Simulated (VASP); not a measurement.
Zn13Cd3Se16:

```
Zn Cd Se
1.0
    11.43646    0.00000    0.00000
     0.00000   11.43646    0.00000
     0.00000    0.00000   11.43646
Zn Cd Se
26 6 32
Direct
  0.00172 0.00180 0.99865
  0.00322 0.00108 0.50102
  0.99949 0.50097 0.99759
  0.49903 0.99859 0.99707
  0.50078 0.50179 0.00072
  0.50026 0.49780 0.50157
  0.24765 0.24941 0.99883
  0.25011 0.24896 0.50081
  0.25091 0.74958 0.99851
  0.74944 0.24643 0.99965
  0.74880 0.24803 0.49782
  0.75020 0.75292 0.00247
  0.74759 0.75128 0.50128
  0.24794 0.99981 0.24773
  0.24619 0.00118 0.74940
  0.25282 0.50240 0.24948
  0.25153 0.49967 0.75164
  0.75152 0.99781 0.25106
  0.74952 0.00065 0.74886
  0.74630 0.50003 0.24873
  0.75097 0.49953 0.74901
  0.00058 0.25054 0.24916
  0.99901 0.74771 0.25086
  0.49919 0.24962 0.24906
  0.50233 0.25044 0.75372
  0.50288 0.74977 0.24945
  0.00097 0.50228 0.50257
  0.49908 0.00124 0.49883
  0.24918 0.75249 0.49917
  0.00011 0.24923 0.75012
  0.99696 0.75149 0.74916
  0.49800 0.75093 0.75384
  0.12451 0.12612 0.12727
  0.12515 0.12381 0.62849
  0.12522 0.62933 0.12375
  0.12592 0.62250 0.62250
  0.62327 0.12564 0.12440
  0.62700 0.12370 0.62134
  0.62284 0.62217 0.12363
  0.62463 0.62260 0.62454
  0.37583 0.37877 0.12580
  0.37846 0.37796 0.62313
  0.37747 0.87498 0.12427
  0.37592 0.87767 0.62392
  0.87189 0.37682 0.12249
  0.87321 0.37467 0.62362
  0.87311 0.87674 0.12719
  0.87827 0.87547 0.62441
  0.37428 0.12222 0.37525
  0.37360 0.12368 0.87492
  0.37867 0.62172 0.37049
  0.37587 0.62643 0.87504
  0.87669 0.12237 0.37477
  0.87800 0.12329 0.87078
  0.87579 0.62391 0.37790
  0.87452 0.62440 0.87721
  0.12536 0.37382 0.37208
  0.12392 0.37683 0.87521
  0.12345 0.87442 0.37307
  0.12281 0.87670 0.87491
  0.62462 0.37586 0.37722
  0.62330 0.37468 0.87521
  0.62397 0.87567 0.37686
  0.62359 0.87524 0.87251
```

```yaml
Program: VASP 6.6.1
Task: relaxation of volume and atoms at fixed shape
Functional: PBEsol
Potentials_or_basis: VASP PAW PBE potentials, release 64 (Zn, Cd, Se)
Cutoff: 600 eV
k_mesh: 1 × 1 × 1, shifted
Occupations: fermi-dirac, width 0.05 eV
Spin: no spin polarisation
```

At the start: pressure 1.0 GPa; volume 23.37 Å³/atom.

Q: How do energy, volume and symmetry change on relaxing?

A: Over 14 steps the energy falls by 38.8 meV/atom and the volume is 23.45 Å³/atom (+0.3 %); space group P1 (No. 1, to 0.1 Å) before and after.

The path:
```
step  energy change (eV)  largest force (eV/Å)  pressure (GPa)  volume (Å³)
   1              0.0000                2.0224            1.01      1495.81
   2             -1.7181                0.7628           -0.83      1528.08
   3             -1.8684                0.5393           -1.43      1541.90
   4             -2.2470                0.4478            0.19      1498.12
   5             -2.2509                0.4638            0.39      1493.18
   6             -2.3706                0.2558            0.20      1496.84
   7             -2.4256                0.2020           -0.02      1501.43
   8             -2.4609                0.0970           -0.04      1501.28
   9             -2.4721                0.0764           -0.03      1501.15
  10             -2.4790                0.0458            0.04      1499.40
  11             -2.4804                0.0463            0.11      1497.97
  12             -2.4825                0.0354           -0.11      1503.19
  13             -2.4829                0.0376           -0.05      1501.61
  14             -2.4848                0.0216           -0.01      1500.79
```

Final structure:
```
CELL_PARAMETERS angstrom
11.44916 0.00000 0.00000
0.00000 11.44916 0.00000
0.00000 0.00000 11.44916
ATOMIC_POSITIONS crystal
Zn 0.99970 0.00084 0.00469
Zn 0.99816 0.00324 0.49469
Zn 0.99924 0.50006 0.00519
Zn 0.49992 0.00275 0.00237
Zn 0.50082 0.49755 0.00262
Zn 0.50258 0.49462 0.49734
Zn 0.25211 0.25019 0.00261
Zn 0.25262 0.25041 0.49716
Zn 0.24997 0.75047 0.00513
Zn 0.74757 0.24943 0.00295
Zn 0.74746 0.24927 0.49583
Zn 0.74960 0.75063 0.00435
Zn 0.74947 0.75006 0.49541
Zn 0.24776 0.00211 0.24360
Zn 0.24900 0.00614 0.75594
Zn 0.25231 0.49823 0.24441
Zn 0.25604 0.49405 0.75535
Zn 0.75165 0.00086 0.24724
Zn 0.75028 0.00229 0.75185
Zn 0.74718 0.49876 0.24675
Zn 0.74476 0.49760 0.75340
Zn 0.99925 0.24893 0.24683
Zn 0.99703 0.75131 0.24512
Zn 0.49999 0.25175 0.24664
Zn 0.50014 0.25180 0.75295
Zn 0.50228 0.74806 0.24448
Cd 0.99867 0.49781 0.49467
Cd 0.50237 0.00504 0.49618
Cd 0.25067 0.75009 0.49242
Cd 0.00047 0.24885 0.75228
Cd 0.99668 0.75252 0.75431
Cd 0.50265 0.74724 0.75475
Se 0.12398 0.12730 0.12250
Se 0.13135 0.11971 0.61672
Se 0.12416 0.62574 0.12717
Se 0.13311 0.61606 0.63359
Se 0.62423 0.12554 0.12712
Se 0.63136 0.13347 0.63276
Se 0.62479 0.62335 0.12243
Se 0.63119 0.61829 0.61695
Se 0.37693 0.37394 0.12348
Se 0.37691 0.37308 0.62452
Se 0.37631 0.87575 0.12567
Se 0.36883 0.88333 0.63297
Se 0.87374 0.37379 0.12569
Se 0.86029 0.37415 0.62492
Se 0.87477 0.87597 0.12386
Se 0.86747 0.88296 0.61666
Se 0.36873 0.13179 0.36333
Se 0.37630 0.12789 0.87757
Se 0.38436 0.61624 0.36519
Se 0.36963 0.61794 0.88632
Se 0.87341 0.12745 0.37204
Se 0.86915 0.11870 0.88513
Se 0.86826 0.63090 0.36422
Se 0.86585 0.61710 0.88407
Se 0.13237 0.36793 0.36463
Se 0.13081 0.38032 0.88517
Se 0.11667 0.88226 0.36369
Se 0.13126 0.88331 0.88528
Se 0.62513 0.37245 0.37101
Se 0.62322 0.37398 0.87870
Se 0.63016 0.86956 0.36498
Se 0.63230 0.88244 0.88415
```

Caveat: the PAW data sets were made with another functional, which shifts forces and pressure a little.
